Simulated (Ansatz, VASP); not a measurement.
HfN in VASP and in Ansatz

```xyz
2
Lattice="0.0000 2.2590 2.4397 2.2590 0.0000 2.4397 2.2590 2.2590 0.0000" Properties=species:S:1:pos:R:3 pbc="T T T"
Hf    0.0000    0.0000    0.0000
N     2.2590    2.2590    2.4397
```

Change from the starting cell: strain +0.000 along x and y, +0.080 along z, atoms carried along.

Alike in both runs: task single point; functional PBEsol; k mesh 18 × 18 × 18; occupations gaussian, width 0.15 eV; no spin polarisation.

```csv
,VASP,Ansatz
version,VASP 6.6.1,Ansatz 0.2.0
potentials or method,"VASP PAW PBE potentials, release 64 (Hf_pv, N), cutoff 520 eV","scalar-relativistic, plane waves, PAW"
valence electrons in the cell,15,31
```

VASP gave:

```
gap on the k mesh at the Fermi level (eV)                     : none
pressure (GPa)                                                : -19.6
traceless stress, the component that is largest in VASP (GPa) : -14.44
```

What did Ansatz give for the same quantities?

gap on the k mesh at the Fermi level (eV): none; pressure (GPa): -17.7; traceless stress, the component that is largest in VASP (GPa): -14.70.

VASP's potentials were made for PBE, not for PBEsol. A gap of «none» marks a metal or a gap that the smearing closes. VASP's potentials hold 15 valence electrons a cell and Ansatz's 31, so a difference there can come from the potentials and not from the codes.

Spin-orbit coupling is off throughout.
